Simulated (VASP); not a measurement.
Write the native input for VASP 6.6.1 that does the following.

```
Task                   : single point
Functional             : PBE
Potentials or basis    : VASP PAW PBE potentials, release 64 (Fe)
Cutoff                 : 600 eV
k mesh                 : 14 × 14 × 14
Occupations            : gaussian, width 0.1 eV
Spin                   : no spin polarisation
Dipole correction      : no
Further INCAR settings : ALGO = Normal; EDIFF = 1e-06; NBANDS = 10
```

The structure of Fe lies in POSCAR:

```
Fe
1.0
   -1.4333000000      1.4333000000      1.4333000000
    1.4333000000     -1.4333000000      1.4333000000
    1.4333000000      1.4333000000     -1.4333000000
Fe
1
Direct
    0.0000000000      0.0000000000      0.0000000000
```

The input as run:

INCAR

```
  ALGO = Normal
  EDIFF = 1E-6
  ENCUT = 600
  GGA = PE
  GGA_COMPAT = False
  ISIF = 2
  ISMEAR = 0
  LASPH = True
  LCHARG = False
  LREAL = False
  LWAVE = False
  NBANDS = 10
  NELM = 120
  PREC = Accurate
  SIGMA = 0.1
```

KPOINTS

```
k-points
0
Gamma
  14 14 14
```

Potentials or basis: VASP PAW PBE potentials, release 64 (Fe).

Command:

```sh
$ cat potpaw_PBE.64/Fe/POTCAR > POTCAR
$ mpirun -np 1 vasp_std > vasp.out
```

Results of the run:

```
Pressure               : -24.0 GPa
Band gap on the k mesh : zero (band 4 reaches 6.37 eV, above the bottom of band 5 at 4.73 eV)
```

Caveat: the run has no spin polarisation, though such a crystal can be magnetic.

Run time: 19 s on 1 thread of Intel Xeon 8259CL, with other jobs on the host, peak memory 0.13 GiB.
